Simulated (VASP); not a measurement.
# Al3GaN4 (Cm) in VASP: single point with r2SCAN

Aim: the single point of Al3GaN4 with r2SCAN.

Everything below comes from runs of VASP 6.6.1. Logs are shortened: lines on timing, memory, paths and dates and some standing lists are left out, and cuts for length are marked.

**1. The cell of the first run**

The structure is monoclinic, space group Cm (No. 8). Conventional cell: a = 21.642 Å, b = 3.125 Å, c = 5.038 Å, α = 90.00°, β = 90.03°, γ = 90.00°. Within 2.5 Å of Al (site symmetry m) lie 4 N at 1.88 to 1.90 Å. Al (site symmetry m) has 4 N at 1.88 to 1.90 Å within 2.5 Å. Al (site symmetry m) has 1 N at 1.07 Å within 1.4 Å. Within 2.5 Å of Al (site symmetry m) lie 4 N at 1.89 to 1.90 Å. Al (site symmetry m) has 4 N at 1.89 to 1.90 Å within 2.5 Å. Al (site symmetry m) has 4 N at 1.89 to 1.90 Å within 2.5 Å. Within 1.5 Å of Ga (site symmetry m) lie 1 N at 1.14 Å. Within 2.6 Å of Ga (site symmetry m) lie 4 N at 1.93 to 1.96 Å.

**2. Single point, r2SCAN (the part above a cut slid along it)**

POSCAR

```
Al3GaN4
1.0
   -5.0380822009      0.0000000000     -0.0000609628
    0.0000000000     -3.1249488261      0.0000000000
   -0.0065814847     -1.5624744130     10.8207859611
Al Ga N
6 2 8
Direct
    0.4997783381      0.1458612313      0.7082775373
    0.4997783381      0.3958612313      0.2082775373
    0.9993316293      0.4789495158      0.0421009685
    0.9993316293      0.2289495158      0.5421009685
    0.9989956742      0.6047638840      0.7904722320
    0.9989956742      0.8547638840      0.2904722320
    0.5005053126      0.5211238839      0.9577522322
    0.5005053126      0.7711238839      0.4577522322
    0.8892930213      0.5210957469      0.9578085062
    0.8892930213      0.7710957469      0.4578085062
    0.8773244104      0.1458919271      0.7082161458
    0.8773244104      0.3958919271      0.2082161458
    0.3745864007      0.4775047484      0.0449905032
    0.3745864007      0.2275047484      0.5449905032
    0.3765862133      0.6062088126      0.7875823748
    0.3765862133      0.8562088126      0.2875823748
```

INCAR.step1

```
SYSTEM = Al3GaN4
PREC = Accurate
ENCUT = 520
ISMEAR = 0
SIGMA = 0.05
LREAL = Auto
LASPH = .TRUE.
NELM = 100
ISYM = 0
NBANDS = 56
GGA = PE
ALGO = Normal
EDIFF = 1E-4
LWAVE = .TRUE.
LCHARG = .FALSE.
```

INCAR.step2

```
SYSTEM = Al3GaN4
PREC = Accurate
ENCUT = 520
EDIFF = 1E-6
ISMEAR = 0
SIGMA = 0.05
LREAL = Auto
LASPH = .TRUE.
NELM = 100
ALGO = Normal
ISIF = 2
LWAVE = .FALSE.
LCHARG = .FALSE.
METAGGA = R2SCAN
LMIXTAU = .TRUE.
ISYM = 0
NBANDS = 56
ISTART = 1
```

KPOINTS

```
Automatic mesh
0
G
  5 7 2
  0 0 0
```

Potentials or basis: VASP PAW PBE potentials, release 64 (Al, Ga_d, N).

Launch:

```console
> cat potpaw_PBE.64/Al/POTCAR potpaw_PBE.64/Ga_d/POTCAR potpaw_PBE.64/N/POTCAR > POTCAR
> cp INCAR.step1 INCAR
> mpirun -np 1 vasp_std > vasp.out
> cp INCAR.step2 INCAR
> mpirun -np 1 vasp_std > vasp.out
```

OUTCAR:

```text
SYSTEM = Al3GaN4
   PREC = Accurate
   ENCUT = 520
   EDIFF = 1E-6
   ISMEAR = 0
   LREAL = Auto
   LASPH = .TRUE.
   NELM = 100
   ISIF = 2
   METAGGA = R2SCAN
   ISYM = 0
   ISTART = 1

 ion  position               nearest neighbor table
   1  0.500  0.146  0.708-  14 1.88  15 1.89  15 1.89  11 1.90   5 3.09   5 3.09   4 3.09   5 3.10
                             5 3.10   4 3.10   7 3.12   7 3.12   8 3.13   8 3.13
   2  0.500  0.396  0.208-  13 1.88  16 1.89  16 1.89  12 1.90   7 2.71   6 3.09   6 3.09   3 3.09
                             6 3.10   6 3.10   3 3.10   8 3.12   8 3.12
   3  0.999  0.479  0.042-   9 1.07  13 1.89  12 1.90   7 2.67   7 2.68   5 2.72   2 3.09   2 3.10
                             6 3.11   6 3.11
   4  0.999  0.229  0.542-  14 1.89  10 1.89  10 1.89  11 1.90   1 3.09   8 3.10   8 3.10   1 3.10
                             8 3.11   8 3.11   5 3.11   5 3.11   6 3.14   6 3.14
   5  0.999  0.605  0.790-   9 1.89  11 1.90  11 1.90  15 1.90   3 2.72   1 3.09   1 3.09   7 3.09
                             1 3.10   1 3.10   4 3.11   4 3.11   7 3.11
   6  0.999  0.855  0.290-  10 1.89  12 1.90  12 1.90  16 1.90   2 3.09   2 3.09   8 3.09   2 3.10
                             2 3.10   3 3.11   3 3.11   8 3.11   4 3.14   4 3.14
   7  0.501  0.521  0.958-  13 1.14  15 1.94   9 1.96   3 2.67   3 2.68   2 2.71   5 3.09   5 3.11
                             1 3.12   1 3.12
   8  0.501  0.771  0.458-  14 1.93  14 1.93  16 1.94  10 1.96   6 3.09   4 3.10   4 3.10   4 3.11
                             4 3.11   6 3.11   2 3.12   2 3.12   1 3.13   1 3.13
   9  0.889  0.521  0.958-   3 1.07   5 1.89   7 1.96
  10  0.889  0.771  0.458-   4 1.89   4 1.89   6 1.89   8 1.96
  11  0.877  0.146  0.708-   4 1.90   5 1.90   5 1.90   1 1.90
  12  0.877  0.396  0.208-   3 1.90   6 1.90   6 1.90   2 1.90
  13  0.375  0.478  0.045-   7 1.14   2 1.88   3 1.89
  14  0.375  0.228  0.545-   1 1.88   4 1.89   8 1.93   8 1.93
  15  0.377  0.606  0.788-   1 1.89   1 1.89   5 1.90   7 1.94
  16  0.377  0.856  0.288-   2 1.89   2 1.89   6 1.90   8 1.94

 -----------------------------------------------------------------------------
|                                                                             |
|           W    W    AA    RRRRR   N    N  II  N    N   GGGG   !!!           |
|           W    W   A  A   R    R  NN   N  II  NN   N  G    G  !!!           |
|           W    W  A    A  R    R  N N  N  II  N N  N  G       !!!           |
|           W WW W  AAAAAA  RRRRR   N  N N  II  N  N N  G  GGG   !            |
|           WW  WW  A    A  R   R   N   NN  II  N   NN  G    G                |
|           W    W  A    A  R    R  N    N  II  N    N   GGGG   !!!           |
|                                                                             |
|     The distance between some ions is very small. Please check the          |
|     nearest-neighbor list in the OUTCAR file.                               |
|     I HOPE YOU KNOW WHAT YOU ARE DOING!                                     |
|                                                                             |
 -----------------------------------------------------------------------------

IMPORTANT INFORMATION: All symmetrisations will be switched off!
NOSYMM: (Re-)initialisation of all symmetry stuff for point group C_1.

[... 167 lines left out ...]
  Thomas-Fermi vector in A             =   2.424990
   LORBIT       =      0    0 simple, 1 ext, 2 COOP (PROOUT), +10 PAW based schemes
   METAGGA = R2SCAN    functional components
   LHFCALC =     F    Hartree Fock is set to
   AEXX    =    0.0000 exact exchange contribution
   IVDW    =     0    specifies the selected vdW correction
   LEPSILON=     F    determine dielectric tensor
   LRPA    =     F    only Hartree local field effects (RPA)
 non-spin polarized calculation
 Gauss-broadening in eV      SIGMA  =   0.05
  energy-cutoff  :      520.00
  volume of cell :      170.36
 maximum number of plane-waves:      4614
 NGX is ok and might be reduce to    40
   NGX = 19   NGY = 11   NGZ = 41

 number of electron      84.0000009 magnetization

 Free energy of the ion-electron system (eV)
  ---------------------------------------------------
  ext. energy  EPLUGINS =         0.00000000
  ---------------------------------------------------
  free energy    TOTEN  =      -115.47883059 eV

  energy without entropy =     -115.47883059  energy(sigma->0) =     -115.47883059

 E-fermi :   6.2548     XC(G=0): -11.6023

 val. band max:        6.0348456578   @ k =   0.0000   0.1429   0.0000
 cond. band min:       9.3556198289   @ k =   0.0000   0.0000   0.0000
 fundamental gap:      3.3207741711
 Fermi energy:         6.2548435605

 k-point     1 :       0.0000    0.0000    0.0000
  band No.  band energies     occupation
      1     -15.1138      2.00000
      2     -10.8466      2.00000
      3     -10.5310      2.00000
      4     -10.4166      2.00000
      5      -9.8289      2.00000
      6      -9.5474      2.00000
[... 1357 lines left out ...]
     53      15.2598      0.00000
     54      15.4670      0.00000

 [... further k-points ...]

 [bands above 54 left out]

------------------------ aborting loop because EDIFF is reached ----------------------------------------

  FORCE on cell =-STRESS in cart. coord.  units (eV):
  Direction    XX          YY          ZZ          XY          YZ          ZX
  --------------------------------------------------------------------------------------
  -------------------------------------------------------------------------------------
  Total       68.6825143      2.9058561    167.3363505     -0.0016439     -0.0040103      8.5182276
  in kB      645.9364595     27.3286212   1573.7433454     -0.0154605     -0.0377160     80.1111289
  external PRESSURE =     749.0028087 kB  Pullay stress =       0.0000000 kB

 VOLUME and BASIS-vectors are now :
 -----------------------------------------------------------------------------
  energy-cutoff  :      520.00
  volume of cell :      170.36
      direct lattice vectors                 reciprocal lattice vectors
    -5.038082201  0.000000000 -0.000060963    -0.198488225  0.000000000 -0.000120726
     0.000000000 -3.124948826  0.000000000     0.000000559 -0.320005240 -0.046207364
    -0.006581485 -1.562474413 10.820785961    -0.000001118  0.000000000  0.092414728

 POSITION                                       TOTAL-FORCE (eV/Angst)
 -----------------------------------------------------------------------------------
     -2.52259     -1.56247      7.66409        -0.078197      0.000032      0.045463
     -2.51930     -1.56247      2.25370         0.503684     -0.000011      0.260004
     -5.03499     -1.56247      0.45550       -53.238127     -0.002094     86.521837
     -5.03828     -1.56247      5.86590        -0.004305     -0.000377      0.210356
     -5.03822     -3.12495      8.55347         0.586888      0.000314      0.145116
     -5.03493     -3.12495      3.14308        -0.126666      0.000325      0.324256
[... 8 lines left out ...]
     -1.90246     -3.12495      8.52224         0.134249     -0.000413     -0.781869
     -1.89917     -3.12495      3.11184        -0.019586     -0.000439     -0.215411
 -----------------------------------------------------------------------------------
    total drift:                                0.093040      0.002769     -0.016802

  FREE ENERGIE OF THE ION-ELECTRON SYSTEM (eV)
  ---------------------------------------------------
  free  energy   TOTEN  =      -115.4788305934 eV

  energy  without entropy=     -115.4788305934  energy(sigma->0) =     -115.47883059
```

OUTCAR.step1:

```text
SYSTEM = Al3GaN4
   PREC = Accurate
   ENCUT = 520
   ISMEAR = 0
   LREAL = Auto
   LASPH = .TRUE.
   NELM = 100
[... 1646 lines left out ...]
     -5.03493     -3.12495      3.14308        -0.112488      0.000515      0.299509
[... 8 lines left out ...]
     -1.90246     -3.12495      8.52224         0.138353     -0.000304     -0.782520
     -1.89917     -3.12495      3.11184        -0.011200     -0.000253     -0.225132
 -----------------------------------------------------------------------------------
    total drift:                               -0.015371     -0.000013      0.008058

  FREE ENERGIE OF THE ION-ELECTRON SYSTEM (eV)
  ---------------------------------------------------
  free  energy   TOTEN  =       -70.2993601496 eV

  energy  without entropy=      -70.2993601496  energy(sigma->0) =      -70.29936015
```

OSZICAR.step1:

```text
N       E                     dE             d eps       ncg     rms          rms(c)
DAV:   1     0.923188228578E+03    0.92319E+03   -0.36670E+04  4696   0.191E+03
DAV:   2     0.767978315770E+02   -0.84639E+03   -0.77976E+03  4712   0.591E+02
DAV:   3    -0.889159328795E+02   -0.16571E+03   -0.16211E+03  4464   0.191E+02
DAV:   4    -0.101261941095E+03   -0.12346E+02   -0.12255E+02  5592   0.588E+01
DAV:   5    -0.101574353004E+03   -0.31241E+00   -0.31139E+00  4920   0.931E+00    0.329E+01
DAV:   6    -0.696071637168E+02    0.31967E+02   -0.90174E+01  6688   0.773E+01    0.108E+01
DAV:   7    -0.705905187590E+02   -0.98336E+00   -0.20670E+01  4632   0.208E+01    0.699E+00
DAV:   8    -0.703336939511E+02    0.25682E+00   -0.14885E+00  5464   0.103E+01    0.379E+00
DAV:   9    -0.703211937997E+02    0.12500E-01   -0.54779E-01  6184   0.622E+00    0.122E+00
DAV:  10    -0.702959202661E+02    0.25274E-01   -0.13653E-01  5792   0.327E+00    0.431E-01
DAV:  11    -0.702993035958E+02   -0.33833E-02   -0.51619E-02  6184   0.151E+00    0.285E-01
DAV:  12    -0.702991810583E+02    0.12254E-03   -0.43743E-03  5056   0.506E-01    0.221E-01
DAV:  13    -0.702993222375E+02   -0.14118E-03   -0.23545E-03  6168   0.363E-01    0.511E-02
DAV:  14    -0.702993601496E+02   -0.37912E-04   -0.27492E-04  3808   0.151E-01
   1 F= -.70299360E+02 E0= -.70299360E+02  d E =-.202914E-10
```

Wall time 12 min (1 thread of Intel Xeon 6975P-C (Granite Rapids), shared host); peak memory 0.42 GiB.

What came out:

* Free energy: -115.4788 eV
* Pressure: 74.9 GPa
* Largest force: 109.271 eV/Å
* Band gap on the k mesh: 3.32 eV (least direct gap 3.33 eV)

Forces on the atoms (eV/Å):
```
Al   -0.078   0.000   0.045
Al    0.504   0.000   0.260
Al  -53.238  -0.002  86.522
Al   -0.004   0.000   0.210
Al    0.587   0.000   0.145
Al   -0.127   0.000   0.324
Ga  -60.385  -0.006 -90.488
Ga    0.023   0.009   0.177
N    52.156   0.000 -86.652
N    -0.074   0.000  -0.220
N    -0.084   0.000  -0.224
N     0.146   0.000  -0.036
N    60.426   0.000  91.043
N     0.034   0.000  -0.111
N     0.134   0.000  -0.782
N    -0.020   0.000  -0.215
```

Levels at points of the mesh, in eV from the valence-band top:
```csv
k point,band 39,band 40,band 41,band 42,band 43,band 44,band 45,band 46
"(0.00, 0.00, 0.00)",-0.72,-0.53,-0.49,-0.01,3.32,4.97,5.73,6.17
"(0.00, 0.00, 0.50)",-0.78,-0.58,-0.47,-0.21,3.68,4.61,5.88,6.17
```

Caveat: the cell differs from its parent crystal (the part above a cut slid along it); atoms lie so close that the PAW spheres overlap strongly, which falsifies energies and pressures; the stress differs along the axes, from 3 to 157 GPa; the PAW data sets were made with another functional, which shifts forces and pressure a little.
